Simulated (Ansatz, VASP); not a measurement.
# As in VASP and in Ansatz

POSCAR

```
As
1.0
    2.9794804000     -0.1006165900      0.3237709600
   -0.1006165900      2.5830128800      0.2618843200
    0.3237709600      0.2618843200      2.5485519600
As
1
Direct
    0.5000000000      0.5000000000      0.5000000000
```

INCAR.step1

```
ALGO = Normal
EDIFF = 1E-4
ENCUT = 520
GGA = PE
ISMEAR = -1
LASPH = True
LCHARG = False
LREAL = False
LWAVE = True
NBANDS = 8
NELM = 60
PREC = Accurate
SIGMA = 0.05
```

Contents of INCAR.step2:

```
ALGO = Normal
EDIFF = 1E-7
ENCUT = 520
ISIF = 2
ISMEAR = -1
ISTART = 1
LASPH = True
LCHARG = True
LELF = True
LMIXTAU = True
LREAL = False
LVHAR = True
LWAVE = False
METAGGA = R2SCAN
NBANDS = 8
NELM = 60
PREC = Accurate
SIGMA = 0.05
```

KPOINTS

```
k-points
0
Gamma
  5 6 6
```

Contents of input.yaml:

```yaml
crystal:
  lattice:
    - [2.9794804, -0.10061659, 0.32377096]
    - [-0.10061659, 2.58301288, 0.26188432]
    - [0.32377096, 0.26188432, 2.54855196]
  atoms:
    - { symbol: As, position: [0.5, 0.5, 0.5] }
hamiltonian:
  xc: r2scan
  pseudopotentials: { kind: paw }
kpoints:
  mp_grid: { grid: [5, 6, 6] }
scf:
  occupations: { method: fermi_dirac, width: 0.05 }
output:
  forces: true
  stress: true
  eigenvalues: true
```

Alike in both runs: task single point; functional r2SCAN; k mesh 5 × 6 × 6; occupations fermi-dirac, width 0.05 eV; no spin polarisation.

|  | VASP | Ansatz |
| --- | --- | --- |
| version | VASP 6.6.1 | Ansatz 0.2.0 |
| potentials or method | VASP PAW PBE potentials, release 64 (As) | Ansatz PAW |
| plane-wave cutoff (eV) | 520 | 500 |
| valence electrons in the cell | 5 | 15 |

VASP gave:

| Item | Value |
| --- | --- |
| gap on the k mesh at the Fermi level (eV) | none |
| pressure (GPa) | 5.7 |
| traceless stress, the component that is largest in VASP (GPa) | -11.29 |

**Question.** Which values does Ansatz return?

**Answer.** gap on the k mesh at the Fermi level (eV): none; pressure (GPa): 5.6; traceless stress, the component that is largest in VASP (GPa): -11.24.

VASP's potentials were made for PBE, not for r2SCAN. A gap of «none» marks a metal or a gap that the smearing closes. The functional is the same, so the differences come from potentials, cutoffs and numerics. VASP's potentials hold 5 valence electrons a cell and Ansatz's 15, so a difference there can come from the potentials and not from the codes.

The k mesh is coarse, so the values compare programs but aren't converged.
